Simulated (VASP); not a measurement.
Input of a VASP 6.6.1 run:

Contents of INCAR:

```
ALGO = Normal
EDIFF = 1E-8
ENCUT = 520
GGA = CA
ISIF = 2
ISMEAR = -1
LASPH = T
LCHARG = F
LEFG = T
LREAL = F
LWAVE = F
NBANDS = 13
NELM = 60
PREC = Accurate
SIGMA = 0.05
```

File KPOINTS:

```
k-points
0
Gamma
  13 13 13
```

Contents of POSCAR:

```
Pb
1.0
    0.0000000000      2.4695534776      2.4695534776
    2.4695534776      0.0000000000      2.4695534776
    2.4695534776      2.4695534776      0.0000000000
Pb
1
Direct
    0.0000000000      0.0000000000      0.0000000000
```

Potentials or basis: VASP PAW LDA potentials, release 64 (Pb_d).

Command:

```console
$ cat potpaw_LDA.64/Pb_d/POTCAR > POTCAR
$ mpirun -np 1 vasp_std > vasp.out
```

**Question.** Estimate the pressure.

**Answer.** -1.7 GPa.

**Question.** Predict the band gap on the k mesh.

**Answer.** Zero (band 7 reaches 14.48 eV, above the bottom of band 8 at 5.41 eV).

Caveat: without QUAD_EFG the Cq values of the log hold for a quadrupole moment of 1 mb, not for the nuclei; spin-orbit coupling is left out, which moves the levels of the heavy elements.
